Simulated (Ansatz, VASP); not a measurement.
# Two plane-wave programs on FeO

File INCAR:

```
  PREC = Accurate
  ENCUT = 520
  EDIFF = 1E-7
  ISMEAR = -1
  SIGMA = 0.05
  LREAL = F
  LASPH = T
  NELM = 150
  ALGO = Normal
  ISIF = 2
  LWAVE = F
  LCHARG = F
  ISPIN = 2
  MAGMOM = 3 0
  LORBIT = 11
  LMAXMIX = 4
  GGA = PE
  NBANDS = 18
```

File KPOINTS:

```
Automatic mesh
0
Gamma
  11 11 11
```

The input POSCAR:

```
FeO
1.0
    1.5176821100      0.8762341800      2.5157945800
   -1.5176821100      0.8762341800      2.5157945800
    0.0000000000     -1.7524683500      2.5157945800
Fe O
1 1
Direct
    0.0000000000      0.0000000000      0.0000000000
    0.5000000000      0.5000000000      0.5000000000
```

The input input.yaml:

```yaml
crystal:
  lattice:
    - [1.51768211, 0.87623418, 2.51579458]
    - [-1.51768211, 0.87623418, 2.51579458]
    - [0.0, -1.75246835, 2.51579458]
  atoms:
    - { symbol: Fe, position: [0.0, 0.0, 0.0], spin: 3.0 }
    - { symbol: O, position: [0.5, 0.5, 0.5] }
hamiltonian:
  xc: pbe
  pseudopotentials: { kind: paw }
magnetization:
  spin_polarized: true
kpoints:
  mp_grid: { grid: [11, 11, 11] }
scf:
  occupations: { method: fermi_dirac, width: 0.05 }
output:
  forces: true
  stress: true
  eigenvalues: true
```

Alike in both runs: task single point; functional PBE; k mesh 11 × 11 × 11; occupations fermi-dirac, width 0.05 eV; collinear spin, ferromagnetic start.

|  | VASP | Ansatz |
| --- | --- | --- |
| version | VASP 6.6.1 | Ansatz 0.2.0 |
| potentials or method | VASP PAW PBE potentials, release 64 (Fe, O) | Ansatz PAW |
| plane-wave cutoff (eV) | 520 | 420 |
| valence electrons in the cell | 14 | 22 |

Ansatz gave:

```
gap on the k mesh at the Fermi level (eV)                     : none
pressure (GPa)                                                : -0.6
traceless stress, the component that is largest in VASP (GPa) : -0.59
net moment per atom (μB)                                      : 2.00
size of the moment on the site where the two differ most (μB) : 3.45
```

Task: Which values does VASP return?

Result: gap on the k mesh at the Fermi level (eV): none; pressure (GPa): -0.5; traceless stress, the component that is largest in VASP (GPa): -0.63; net moment per atom (μB): 2.00; size of the moment on the site where the two differ most (μB): 3.62.

Site moments also hang on the region over which each program counts them. A gap of «none» marks a metal or a gap that the smearing closes. VASP's potentials hold 14 valence electrons a cell and Ansatz's 22, so a difference there can come from the potentials and not from the codes.
